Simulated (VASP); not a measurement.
Here is a VASP 6.6.1 calculation.

POSCAR

```
Al
1.0
    2.8855382407      0.0000000000      0.0000000000
   -1.4427696333      2.4989499566      0.0000000000
    0.0000000000      0.0000000000      4.9933178617
Al
2
Direct
    0.6666666667      0.3333333333      0.7500000000
    0.3333333333      0.6666666667      0.2500000000
```

Contents of INCAR.step1:

```
SYSTEM = Al
PREC = Accurate
ENCUT = 520
ISMEAR = -1
SIGMA = 0.1
LREAL = .False.
LASPH = .True.
NELM = 100
NBANDS = 10
GGA = PE
ALGO = Normal
EDIFF = 1E-4
LWAVE = .True.
LCHARG = .False.
```

File INCAR.step2:

```
SYSTEM = Al
PREC = Accurate
ENCUT = 520
EDIFF = 1E-7
ISMEAR = -1
SIGMA = 0.1
LREAL = .False.
LASPH = .True.
NELM = 100
ALGO = Normal
ISIF = 2
LWAVE = .False.
LCHARG = .False.
METAGGA = R2SCAN
LMIXTAU = .True.
NBANDS = 10
ISTART = 1
```

KPOINTS

```
Automatic mesh
0
Gamma
  12 12 6
  0 0 0
```

Potentials or basis: VASP PAW PBE potentials, release 64 (Al).

The run is started by

```console
$ cat potpaw_PBE.64/Al/POTCAR > POTCAR
$ cp INCAR.step1 INCAR
$ mpirun -np 1 vasp_std > vasp.out
$ cp INCAR.step2 INCAR
$ mpirun -np 1 vasp_std > vasp.out
```

Problem. What does it give for the band gap on the k mesh?

Solution. Zero (band 3 reaches 10.90 eV, above the bottom of band 4 at 4.01 eV).

Problem. Predict the pressure.

Solution. -8.1 GPa.

Stress tensor (GPa, compression positive):
```
-7.28  0.00  0.00
 0.00 -7.28  0.00
 0.00  0.00 -9.81
```

Caveat: the PAW data sets were made with another functional, which shifts forces and pressure a little.
